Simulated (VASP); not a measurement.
Runs of VASP 6.6.1 on AlRu3. The structure is that of space group Fm-3m (No. 225), or close to it. The cells are those of the table. 

```tsv
task	spin	cell	cutoff (eV)	gap on the mesh (eV)	pressure (GPa)
single point	off	a = 4.414 Å, angles 60.0°, 4 atoms	520	none	-16.7
single point	off	a = 4.294 Å, angles 60.0°, 4 atoms	520	none	-0.3
relaxation of cell and atoms	off	relaxed from a = 4.414 Å, angles 60.0°, 4 atoms	600	none	-0.2
single point	collinear, ferromagnetic start	a = 4.294 Å, angles 60.0°, 4 atoms	520	none	(a)
```

Alike in all rows: level PBE; potentials or basis VASP PAW PBE potentials, release 64 (Al, Ru_pv); k mesh 6 × 6 × 6; smearing gaussian 0.1 eV.

Question: Fill in the values left out.

Answer: (a) 0.9.

A k mesh can miss the band edges, and the runs leave out spin-orbit coupling on Ru.

A gap of «none» marks levels without a gap at the run's occupations.
